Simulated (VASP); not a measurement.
Se, 3 atoms in the cell. Symmetry: P3_121, No. 152, trigonal system. Conventional cell: a = 4.520 Å, b = 4.520 Å, c = 5.045 Å, α = 90.00°, β = 90.00°, γ = 120.00°. Within 3.2 Å of Se (site symmetry 2) lie 2 Se at 2.40 Å. 

| Property | Result |
| --- | --- |
| Program | VASP 6.6.1 |
| Task | single point |
| Functional | PBE |
| Potentials or basis | VASP PAW PBE potentials, release 64 (Se) |
| Cutoff | 520 eV |
| k mesh | 8 × 8 × 6 |
| Occupations | methfessel-paxton, width 0.03 eV |
| Spin | no spin polarisation |
| Dipole correction | no |
| Further INCAR settings | ALGO = Normal; EDIFF = 1e-06; NBANDS = 16 |

Potentials or basis: VASP PAW PBE potentials, release 64 (Se).

Command:

```console
$ cat potpaw_PBE.64/Se/POTCAR > POTCAR
$ mpirun -np 1 vasp_std > vasp.out
```

Hardware: 1 thread of AMD EPYC 7R13 (shared host).

Question: How long does it take, and how much memory?

Answer: Wall time 2.4 min on 1 thread of AMD EPYC 7R13 (shared host), peak memory 0.21 GiB. Counts: scf iterations 12, k points 50.
